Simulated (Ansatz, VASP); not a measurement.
One calculation of LiMg, two programs

File INCAR:

```
SYSTEM = LiMg
PREC = Accurate ; ENCUT = 600
EDIFF = 1E-6 ; ISMEAR = 1
SIGMA = 0.05 ; LREAL = .FALSE.
LASPH = .TRUE. ; NELM = 60
ALGO = Normal ; ISIF = 3
LWAVE = .FALSE. ; LCHARG = .FALSE.
IBRION = 2 ; NSW = 80
EDIFFG = -0.01
```

Contents of KPOINTS:

```
regular mesh
0
G
  6 6 6
  0 0 0
```

File POSCAR:

```
LiMg
1.0
    3.3781850000      0.0000000000      0.0000000000
    0.0000000000      3.3781850000      0.0000000000
    0.0000000000      0.0000000000      3.5526100000
Li Mg
1 1
Direct
    0.0000000000      0.0000000000      0.0000000000
    0.5000000000      0.5000000000      0.5000000000
```

Input for Ansatz:

```yaml
crystal:
  lattice:
    a: 3.378185
    b: 3.378185
    c: 3.55261
    alpha: 90.0
    beta: 90.0
    gamma: 90.0
  atoms:
    - { symbol: Li, position: [0.0, 0.0, 0.0] }
    - { symbol: Mg, position: [0.5, 0.5, 0.5] }
kpoints:
  mp_grid:
    grid: [6, 6, 6]
    shift: [0.0, 0.0, 0.0]
hamiltonian:
  xc: lda
  pseudopotentials:
    kind: paw
scf:
  occupations:
    method: cold
    width: 0.05
relax:
  f_tol: 0.01
  cell: {}
```

Alike in both runs: task relaxation of cell and atoms; functional LDA; k mesh 6 × 6 × 6; no spin polarisation.

|  | VASP | Ansatz |
| --- | --- | --- |
| version | VASP 6.6.1 | Ansatz 0.2.0 |
| potentials or method | VASP PAW LDA potentials, release 64 (Li_sv, Mg) | plane waves, PAW |
| plane-wave cutoff (eV) | 600 | 420 |
| occupations | methfessel-paxton of order 1, width 0.05 eV | cold, width 0.05 eV |
| valence electrons in the cell | 5 | 13 |

Ansatz gave:

```
relaxed volume (Å³/atom)                                     : 19.22
relaxed cell length with the largest relative difference (Å) : 3.129
```

Problem. Estimate VASP's values.

Solution. Relaxed volume (Å³/atom): 19.05; relaxed cell length with the largest relative difference (Å): 3.117.

LDA's correlation is that of Perdew and Zunger in VASP and of Perdew and Wang (1992) in Ansatz. VASP's potentials hold 5 valence electrons a cell and Ansatz's 13, so a difference there can come from the potentials and not from the codes.

Noted on VASP's run: the cutoff is short for stress, so the pressure is rough.
